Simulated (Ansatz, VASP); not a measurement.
AlN: VASP beside Ansatz

```
CELL_PARAMETERS angstrom
0.03916 2.18034 2.18034
2.18034 0.03916 2.18034
2.18034 2.18034 0.03916
ATOMIC_POSITIONS crystal
Al 0.00129 0.00129 0.00129
N 0.24871 0.24871 0.24871
```

Change from the starting cell: epitaxial_111 strain -2.0%.

Alike in both runs: task single point; functional HSE06; k mesh 8 × 8 × 8; no spin polarisation.

|  | VASP | Ansatz |
| --- | --- | --- |
| version | VASP 6.6.1 | Ansatz 0.2.0 |
| potentials or method | VASP PAW PBE potentials, release 64 (Al, N) | plane waves, PAW |
| plane-wave cutoff (eV) | 520 | 420 |
| occupations | gaussian, width 0.01 eV | fixed |
| valence electrons in the cell | 8 | 8 |

```csv
,VASP,Ansatz,Ansatz less VASP
gap on the k mesh at the Fermi level (eV),4.49,4.49,0.000
pressure (GPa),6.7,6.9,+0.12
"traceless stress, the component that is largest in VASP (GPa)",-3.75,-3.71,+0.033
```

Ansatz's warnings: stress exchange threshold loose, stress scf threshold loose.
